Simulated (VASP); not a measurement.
## ScAl3 (w002): single point with PBE

The system is ScAl3 (w002).

```
Sc Al
1.0
     4.10589    0.00000    0.00000
     0.00000    4.10589    0.00000
     0.00000    0.00000    4.10589
Sc Al
1 3
Cartesian
  0.0000 0.0000 0.0000
  2.0529 0.0000 2.0529
  0.0000 2.0529 2.0529
  2.0529 2.0529 0.0000
```

| Property | Result |
| --- | --- |
| Program | VASP 6.6.1 |
| Task | single point |
| Functional | PBE |
| Potentials or basis | VASP PAW PBE potentials, release 64 (Sc_sv, Al) |
| Cutoff | 520 eV |
| k mesh | 14 × 14 × 14 |
| Occupations | gaussian, width 0.03 eV |
| Spin | no spin polarisation |

```yaml
Pressure: 0.0 GPa
Band_gap_on_the_k_mesh: zero (band 10 reaches 8.12 eV, above the bottom of band 11 at 4.21 eV)
```

Levels at points of the mesh, in eV from the Fermi level:
```csv
k point,band 6,band 7,band 8,band 9,band 10,band 11,band 12,band 13,band 14,band 15
"(0.00, 0.00, 0.00)",-2.65,-2.65,-1.85,-1.85,-1.85,1.23,1.26,1.26,1.26,4.63
"(0.50, 0.00, 0.00)",-7.32,-1.74,-1.74,-1.49,0.75,0.94,0.94,1.32,1.58,2.11
"(0.50, 0.50, 0.00)",-5.66,-5.66,-4.37,-0.57,-0.57,1.16,1.32,2.02,2.43,3.35
"(0.50, 0.50, 0.50)",-4.82,-4.82,-4.47,-2.99,-2.99,-2.99,0.89,2.54,2.54,3.93
```

Run time: 60 s on 1 thread of Intel(R) Xeon(R) 6975P-C (Granite Rapids), on a shared host, peak memory 0.27 GiB.
